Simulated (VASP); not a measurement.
A run of VASP 6.6.1 is set up as follows.

The input INCAR:

```
PREC = Accurate
ENCUT = 520
EDIFF = 1E-6
ISMEAR = -1
SIGMA = 0.1
LREAL = False
LASPH = True
NELM = 80
ALGO = Normal
ISIF = 2
LWAVE = False
LCHARG = False
GGA = RP
NBANDS = 14
```

File KPOINTS:

```
regular mesh
0
Gamma
  16 16 16
```

POSCAR

```
Re
1.0
    0.0000000000      2.8388677614      2.8388677614
    2.8388677614      0.0000000000      2.8388677614
    2.8388677614      2.8388677614      0.0000000000
Re
2
Direct
    0.1250000000      0.1250000000      0.1250000000
    0.8750000000      0.8750000000      0.8750000000
```

Potentials or basis: VASP PAW PBE potentials, release 64 (Re).

Command:

```console
$ cat potpaw_PBE.64/Re/POTCAR > POTCAR
$ mpirun -np 1 vasp_std > vasp.out
```

Estimate the pressure.

-1.6 GPa.

Predict the band gap on the k mesh.

zero (bands 7 and 8 overlap by 1.43 eV).

Caveat: the PAW data sets were made with another functional, which shifts forces and pressure a little; spin-orbit coupling is left out, which moves the levels of the heavy elements.
